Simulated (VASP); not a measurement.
# Cu (P6_3/mmc) in VASP: a series of runs

Cu is run at these levels: r2SCAN; tasks: single point.

Program: VASP 6.6.1. These are calculated values, not measurements. Logs are shortened: lines on timing, memory, paths and dates and some standing lists are left out, and cuts for length are marked.

## 1. The cell of the first run

It takes space group P6_3/mmc (No. 194, hexagonal). The conventional cell has a = 2.602 Å, b = 2.602 Å, c = 3.907 Å, α = 90.00°, β = 90.00°, γ = 120.00°. Cu (site symmetry -6m2) has 12 Cu at 2.46 to 2.60 Å within 3.3 Å.

## 2. Single point, r2SCAN

Input file POSCAR:

```
Cu
1.0
    2.6018217143      0.0000000000      0.0000000000
   -1.3009108572      2.2532437007      0.0000000000
    0.0000000000      0.0000000000      3.9065502410
Cu
2
Direct
    0.3333333333      0.6666666667      0.2500000000
    0.6666666667      0.3333333333      0.7500000000
```

Input file INCAR.step1:

```
ALGO = Normal
EDIFF = 1E-4
ENCUT = 520
GGA = PE
ISMEAR = 0
LASPH = True
LCHARG = False
LREAL = False
LWAVE = True
NBANDS = 18
NELM = 80
PREC = Accurate
SIGMA = 0.15
```

Input file INCAR.step2:

```
ALGO = Normal
EDIFF = 1E-6
ENCUT = 520
ISIF = 2
ISMEAR = 0
ISTART = 1
LASPH = True
LCHARG = False
LMIXTAU = True
LREAL = False
LWAVE = False
METAGGA = R2SCAN
NBANDS = 18
NELM = 80
PREC = Accurate
SIGMA = 0.15
```

Input file KPOINTS:

```
k-points
0
Gamma
  30 30 16
```

Potentials or basis: VASP PAW PBE potentials, release 64 (Cu).

Started as:

```console
$ cat potpaw_PBE.64/Cu/POTCAR > POTCAR
$ cp INCAR.step1 INCAR
$ mpirun -np 1 vasp_std > vasp.out
$ cp INCAR.step2 INCAR
$ mpirun -np 1 vasp_std > vasp.out
```

OUTCAR:

```text
EDIFF = 1E-6
   ENCUT = 520
   ISIF = 2
   ISMEAR = 0
   ISTART = 1
   LASPH = True
   LREAL = False
   METAGGA = R2SCAN
   NELM = 80
   PREC = Accurate

 ion  position               nearest neighbor table
   1  0.333  0.667  0.250-   2 2.46   2 2.46   2 2.46   2 2.46   2 2.46   2 2.46
   2  0.667  0.333  0.750-   1 2.46   1 2.46   1 2.46   1 2.46   1 2.46   1 2.46

  LATTYP: Found a hexagonal cell.
 ALAT       =     2.6018217143
 C/A-ratio  =     1.5014673064

  Lattice vectors:

 A1 = (   2.6018217143,   0.0000000000,   0.0000000000)
 A2 = (  -1.3009108572,   2.2532437007,   0.0000000000)
 A3 = (   0.0000000000,   0.0000000000,   3.9065502410)

Analysis of symmetry for initial positions (statically):
=====================================================================
 Subroutine PRICEL returns:
 Original cell was already a primitive cell.

 Routine SETGRP: Setting up the symmetry group for a
 hexagonal supercell.

 Subroutine GETGRP returns: Found 24 space group operations
 (whereof 12 operations were pure point group operations)
 out of a pool of 24 trial point group operations.

The static configuration has the point symmetry D_3d.
 The point group associated with its full space group is D_6h.

Analysis of symmetry for dynamics (positions and initial velocities):
=====================================================================
 Subroutine PRICEL returns:
 Original cell was already a primitive cell.

 Routine SETGRP: Setting up the symmetry group for a
 hexagonal supercell.

 Subroutine GETGRP returns: Found 24 space group operations
 (whereof 12 operations were pure point group operations)
 out of a pool of 24 trial point group operations.

The dynamic configuration has the point symmetry D_3d.
 The point group associated with its full space group is D_6h.

 Subroutine INISYM returns: Found 24 space group operations
 (whereof 12 operations are pure point group operations),
 and found     1 'primitive' translations

----------------------------------------------------------------------------------------

                                     Primitive cell

  volume of cell :      22.9023

  direct lattice vectors                    reciprocal lattice vectors
     2.601821714  0.000000000  0.000000000     0.384346089  0.221902318  0.000000000
    -1.300910857  2.253243701  0.000000000     0.000000000  0.443804636  0.000000000
     0.000000000  0.000000000  3.906550241     0.000000000  0.000000000  0.255980325

  length of vectors
     2.601821714  2.601821714  3.906550241     0.443804636  0.443804636  0.255980325

  position of ions in fractional coordinates (direct lattice)
     0.333333333  0.666666667  0.250000000
     0.666666667  0.333333333  0.750000000

  ion indices of the primitive-cell ions
   primitive index   ion index
                 1           1
                 2           2

----------------------------------------------------------------------------------------

 KPOINTS: k-points

Automatic generation of k-mesh.
 Grid dimensions read from file:
 generate k-points for:   30   30   16

 Generating k-lattice:

  Cartesian coordinates                     Fractional coordinates (reciprocal lattice)
     0.012811536  0.007396744  0.000000000     0.033333333  0.000000000  0.000000000
     0.000000000  0.014793488  0.000000000     0.000000000  0.033333333  0.000000000
     0.000000000  0.000000000  0.015998770     0.000000000  0.000000000  0.062500000

  Length of vectors
     0.014793488  0.014793488  0.015998770

  Shift w.r.t. Gamma in fractional coordinates (k-lattice)
     0.000000000  0.000000000  0.000000000

 Subroutine IBZKPT returns following result:
 ===========================================

 Found    819 irreducible k-points:

 Following reciprocal coordinates:
            Coordinates               Weight
  0.000000  0.000000  0.000000      1.000000
  0.033333  0.000000  0.000000      6.000000
  0.066667  0.000000  0.000000      6.000000
  0.100000  0.000000  0.000000      6.000000
  0.133333  0.000000  0.000000      6.000000
  0.166667  0.000000  0.000000      6.000000
[... 16 lines left out ...]
  0.233333  0.033333  0.000000     12.000000
  0.266667  0.033333  0.000000     12.000000
 [... further k-points ...]
   k-points           NKPTS =    819   k-points in BZ     NKDIM =    819   number of bands    NBANDS=     18
   number of dos      NEDOS =    301   number of ions     NIONS =      2
   total plane-waves  NPLWV =  12000
   dimension x,y,z NGX =    20 NGY =   20 NGZ =   30
   dimension x,y,z NGXF=    40 NGYF=   40 NGZF=   60
   ions per type =               2
   NGX,Y,Z   is equivalent  to a cutoff of  12.78, 12.78, 12.77 a.u.
   NGXF,Y,Z  is equivalent  to a cutoff of  25.56, 25.56, 25.53 a.u.
 SYSTEM =  unknown system
   PREC   = accura    normal or accurate (medium, high low for compatibility)
   ISTART =      1    job   : 0-new  1-cont  2-samecut
   ICHARG =      0    charge: 1-file 2-atom 10-const
   ISPIN  =      1    spin polarized calculation?
   LNONCOLLINEAR =      F non collinear calculations
   LSORBIT =      F    spin-orbit coupling
   LASPH  =      T    aspherical Exc in radial PAW
   ENCUT  =  520.0 eV  38.22 Ry    6.18 a.u.   4.84  4.84  7.26*2*pi/ulx,y,z
   NELM   =     80;   NELMIN=  2; NELMDL=  0     # of ELM steps
   EDIFF  = 0.1E-05   stopping-criterion for ELM
   LREAL  =      F    real-space projection
   EDIFFG = 0.1E-04   stopping-criterion for IOM
   NSW    =      0    number of steps for IOM
   IBRION =     -1    ionic relax: 0-MD 1-quasi-New 2-CG
   NFREE  =      0    steps in history (QN), initial steepest desc. (CG)
   ISIF   =      2    stress and relaxation
   ISYM   =      2    0-nonsym 1-usesym 2-fastsym
   POTIM  = 0.5000    time-step for ionic-motion
   TEBEG  =    0.0;   TEEND  =   0.0 temperature during run
   PSTRESS=    0.0 pullay stress
   NELECT =      22.0000    total number of electrons
   NUPDOWN=      -1.0000    fix difference up-down
   EMIN   =  10.00;   EMAX   =-10.00  energy-range for DOS
   EFERMI =   0.00;   METHOD = LEGACY
   ISMEAR =     0;   SIGMA  =   0.15  broadening in eV -4-tet -1-fermi 0-gaus
   EFERMI_NEDOS =   21; number of points for ismear=-14 and -15
   IALGO  =     38    algorithm
   IMIX   =      4    mixing-type and parameters
     AMIX     =   0.40;   BMIX     =  1.00
     AMIX_MAG =   1.60;   BMIX_MAG =  1.00
  volume/ion in A,a.u.               =      11.45        77.28
  Fermi-wavevector in a.u.,A,eV,Ry     =   1.615311  3.052494 35.500703  2.609228
  Thomas-Fermi vector in A             =   2.710079
   LORBIT       =      0    0 simple, 1 ext, 2 COOP (PROOUT), +10 PAW based schemes
   METAGGA = R2SCAN    functional components
   LHFCALC =     F    Hartree Fock is set to
   AEXX    =    0.0000 exact exchange contribution
   IVDW    =     0    specifies the selected vdW correction
   LEPSILON=     F    determine dielectric tensor
   LRPA    =     F    only Hartree local field effects (RPA)
 non-spin polarized calculation
 Gauss-broadening in eV      SIGMA  =   0.15
  energy-cutoff  :      520.00
  volume of cell :       22.90
 maximum number of plane-waves:       633
 NGX is ok and might be reduce to    20

 number of electron      22.0000011 magnetization

 Free energy of the ion-electron system (eV)
  ---------------------------------------------------
  ext. energy  EPLUGINS =         0.00000000
  ---------------------------------------------------
  free energy    TOTEN  =       -21.57155174 eV

  energy without entropy =      -21.56477533  energy(sigma->0) =      -21.56816353

 E-fermi :   7.7705     XC(G=0): -13.9453

 val. band max:        7.7671834472   @ k =   0.4333   0.1000   0.0625
 cond. band min:       7.7800231250   @ k =   0.3667   0.1667   0.1250
 fundamental gap:      0.0128396778
 Fermi energy:         7.7705246473

 k-point     1 :       0.0000    0.0000    0.0000
  band No.  band energies     occupation
      1      -2.1265      2.00000
      2       2.4853      2.00000
      3       4.5895      2.00000
      4       4.5897      2.00000
      5       4.8497      2.00000
      6       4.8843      2.00000
[... 10 lines left out ...]
     17      30.9945      0.00000
     18      30.9947      0.00000

 k-point     2 :       0.0333    0.0000    0.0000
  band No.  band energies     occupation
      1      -2.0904      2.00000
      2       2.5028      2.00000
      3       4.5607      2.00000
      4       4.6024      2.00000
      5       4.8731      2.00000
      6       4.8764      2.00000
[... 10 lines left out ...]
     17      31.5253      0.00000
     18      31.7154      0.00000

 k-point     3 :       0.0667    0.0000    0.0000
  band No.  band energies     occupation
      1      -1.9825      2.00000
      2       2.5542      2.00000
      3       4.4916      2.00000
      4       4.6408      2.00000
      5       4.8396      2.00000
      6       4.8528      2.00000
[... 10 lines left out ...]
     17      32.3472      0.00000
     18      32.5367      0.00000

 k-point     4 :       0.1000    0.0000    0.0000
  band No.  band energies     occupation
      1      -1.8040      2.00000
      2       2.6354      2.00000
      3       4.4035      2.00000
      4       4.7034      2.00000
      5       4.7629      2.00000
      6       4.8125      2.00000
[... 10 lines left out ...]
     17      32.9008      0.00000
     18      33.5133      0.00000

 k-point     5 :       0.1333    0.0000    0.0000
  band No.  band energies     occupation
      1      -1.5566      2.00000
      2       2.7393      2.00000
      3       4.3065      2.00000
      4       4.6261      2.00000
      5       4.7610      2.00000
      6       4.7883      2.00000
[... 10 lines left out ...]
     17      32.0241      0.00000
     18      33.2017      0.00000

 k-point     6 :       0.1667    0.0000    0.0000
  band No.  band energies     occupation
      1      -1.2435      2.00000
      2       2.8554      2.00000
      3       4.2080      2.00000
      4       4.4331      2.00000
      5       4.7017      2.00000
      6       4.7853      2.00000
[... 10 lines left out ...]
     17      30.5467      0.00000
     18      32.4705      0.00000

 k-point     7 :       0.2000    0.0000    0.0000
  band No.  band energies     occupation
      1      -0.8691      2.00000
      2       2.9690      2.00000
      3       4.1157      2.00000
      4       4.2172      2.00000
      5       4.6381      2.00000
      6       4.7658      2.00000
[... 10 lines left out ...]
     17      29.1079      0.00000
     18      31.1998      0.00000

 k-point     8 :       0.2333    0.0000    0.0000
  band No.  band energies     occupation
      1      -0.4398      2.00000
      2       3.0627      2.00000
      3       4.0054      2.00000
      4       4.0392      2.00000
      5       4.5731      2.00000
      6       4.7611      2.00000
[... 10 lines left out ...]
     17      27.7171      0.00000
     18      29.9143      0.00000
[... 229 lines left out ...]
     17      32.5235      0.00000
     18      32.7816      0.00000

 k-point    20 :       0.1333    0.0333    0.0000
  band No.  band energies     occupation
      1      -1.3819      2.00000
      2       2.8072      2.00000
      3       4.2457      2.00000
      4       4.5236      2.00000
      5       4.7196      2.00000
      6       4.7963      2.00000
[... 10 lines left out ...]
     17      31.2961      0.00000
     18      32.7709      0.00000

 k-point    21 :       0.1667    0.0333    0.0000
  band No.  band energies     occupation
      1      -1.0379      2.00000
      2       2.9234      2.00000
      3       4.1490      2.00000
      4       4.3152      2.00000
      5       4.6587      2.00000
      6       4.7733      2.00000
[... 10 lines left out ...]
     17      29.8385      0.00000
     18      31.8647      0.00000

 k-point    22 :       0.2000    0.0333    0.0000
  band No.  band energies     occupation
      1      -0.6356      2.00000
      2       3.0289      2.00000
      3       4.0625      2.00000
      4       4.1011      2.00000
      5       4.5954      2.00000
      6       4.7609      2.00000
[... 10 lines left out ...]
     17      28.4245      0.00000
     18      30.6147      0.00000

 k-point    23 :       0.2333    0.0333    0.0000
  band No.  band energies     occupation
      1      -0.1831      2.00000
      2       3.1060      2.00000
      3       3.8990      2.00000
      4       3.9964      2.00000
      5       4.5323      2.00000
      6       4.7665      2.00000
[... 10 lines left out ...]
     17      27.0601      0.00000
     18      29.4570      0.00000

 k-point    24 :       0.2667    0.0333    0.0000
  band No.  band energies     occupation
      1       0.3077      2.00000
      2       3.1417      2.00000
      3       3.7171      2.00000
      4       3.9589      2.00000
      5       4.4719      2.00000
      6       4.7941      2.00000
[... 10 lines left out ...]
     17      26.0935      0.00000
     18      28.5660      0.00000

 [... further k-points ...]
[... 5 lines left out ...]
  --------------------------------------------------------------------------------------
  -------------------------------------------------------------------------------------
  Total       -0.4326166     -0.4326166      1.7240061      0.0000000      0.0000000      0.0000000
  in kB      -30.2645820    -30.2645820    120.6063790      0.0000000      0.0000000      0.0000000
  external PRESSURE =      20.0257383 kB  Pullay stress =       0.0000000 kB

 VOLUME and BASIS-vectors are now :
 -----------------------------------------------------------------------------
  energy-cutoff  :      520.00
  volume of cell :       22.90
      direct lattice vectors                 reciprocal lattice vectors
     2.601821714  0.000000000  0.000000000     0.384346089  0.221902318  0.000000000
    -1.300910857  2.253243701  0.000000000     0.000000000  0.443804636  0.000000000
     0.000000000  0.000000000  3.906550241     0.000000000  0.000000000  0.255980325

 POSITION                                       TOTAL-FORCE (eV/Angst)
 -----------------------------------------------------------------------------------
     -0.00000      1.50216      0.97664         0.000000     -0.000000      0.000000
      1.30091      0.75108      2.92991        -0.000000      0.000000      0.000000
 -----------------------------------------------------------------------------------
    total drift:                               -0.000000      0.000000     -0.000000

  FREE ENERGIE OF THE ION-ELECTRON SYSTEM (eV)
  ---------------------------------------------------
  free  energy   TOTEN  =       -21.5715517368 eV

  energy  without entropy=      -21.5647753319  energy(sigma->0) =      -21.56816353
```

Run time: 16 min. Hardware: 1 thread of Intel Xeon Platinum 8259CL at 2.50GHz (Skylake/Cascade Lake), shared host; peak memory 0.37 GiB.

Results:

* Free energy: -21.5716 eV
* Pressure: 2.0 GPa
* Band gap on the k mesh: zero (band 11 reaches 11.65 eV, above the bottom of band 12 at 5.71 eV)

Levels at points of the mesh, in eV from the Fermi level:
```tsv
k point	band 7	band 8	band 9	band 10	band 11	band 12	band 13	band 14	band 15	band 16
(0.00, 0.00, 0.00)	-2.89	-2.88	-2.88	-1.84	-1.84	-0.21	5.43	21.25	21.36	21.36
(0.50, 0.00, 0.00)	-2.71	-1.91	-1.74	-1.59	-0.21	1.38	8.74	9.58	11.74	12.57
(0.00, 0.00, 0.50)	-3.29	-3.29	-2.06	-2.06	-2.06	-2.06	15.63	15.63	22.08	22.08
(0.50, 0.00, 0.50)	-2.07	-2.07	-1.79	-1.79	0.41	0.41	5.09	5.09	16.30	16.30
```

Caveat: the PAW data sets were made with another functional, which shifts forces and pressure a little.

## 3. Single point, r2SCAN

This run uses another cell than the first one, of the same volume but with other edges.

Input file POSCAR:

```
Cu
1.0
    2.4513721511      0.0000000000      0.0000000000
   -1.2256860756      2.1229505570      0.0000000000
    0.0000000000      0.0000000000      4.4007833202
Cu
2
Direct
    0.3333333333      0.6666666667      0.2500000000
    0.6666666667      0.3333333333      0.7500000000
```

Input file INCAR.step1:

```
SYSTEM = Cu
ALGO = Normal ; EDIFF = 1E-4
ENCUT = 520 ; GGA = PE
ISMEAR = 0 ; LASPH = .TRUE.
LCHARG = .FALSE. ; LREAL = .FALSE.
LWAVE = .TRUE. ; NBANDS = 18
NELM = 60 ; PREC = Accurate
SIGMA = 0.15
```

Input file INCAR.step2:

```
SYSTEM = Cu
ALGO = Normal ; EDIFF = 1E-7
ENCUT = 520 ; ISIF = 2
ISMEAR = 0 ; ISTART = 1
LASPH = .TRUE. ; LCHARG = .TRUE.
LELF = .TRUE. ; LMIXTAU = .TRUE.
LREAL = .FALSE. ; LVHAR = .TRUE.
LWAVE = .FALSE. ; METAGGA = R2SCAN
NBANDS = 18 ; NELM = 60
PREC = Accurate ; SIGMA = 0.15
```

Input file KPOINTS:

```
k-points
0
G
  30 30 16
  0 0 0
```

Potentials or basis: VASP PAW PBE potentials, release 64 (Cu).

Started as:

```console
$ cat potpaw_PBE.64/Cu/POTCAR > POTCAR
$ cp INCAR.step1 INCAR
$ mpirun -np 1 vasp_std > vasp.out
$ cp INCAR.step2 INCAR
$ mpirun -np 1 vasp_std > vasp.out
```

Wall time 17 min (1 thread of Intel Xeon Platinum 8259CL at 2.50GHz (Skylake/Cascade Lake), shared host); peak memory 0.37 GiB.

Results (log left out):

| Property | Result |
| --- | --- |
| Free energy | -21.5621 eV |
| Pressure | 2.4 GPa |
| Band gap on the k mesh | zero (band 11 reaches 12.62 eV, above the bottom of band 12 at 5.70 eV) |

Stress tensor (GPa, compression positive):
```
 8.34  0.00  0.00
 0.00  8.34  0.00
 0.00  0.00 -9.47
```

Levels at points of the mesh, in eV from the Fermi level:
```
           k point  band 8  band 9  band 10  band 11  band 12  band 13  band 14  band 15
(0.00, 0.00, 0.00)   -2.45   -2.45    -1.99    -1.91    -1.91     2.80    21.65    23.76
(0.50, 0.00, 0.00)   -1.88   -1.64    -1.58     0.15     2.01     7.88     8.07    10.75
(0.00, 0.00, 0.50)   -3.22   -2.12    -2.12    -2.12    -2.12    10.78    10.78    24.44
(0.50, 0.00, 0.50)   -2.07   -1.61    -1.61     0.58     0.58     5.54     5.54    16.84
```

Caveat: the PAW data sets were made with another functional, which shifts forces and pressure a little.
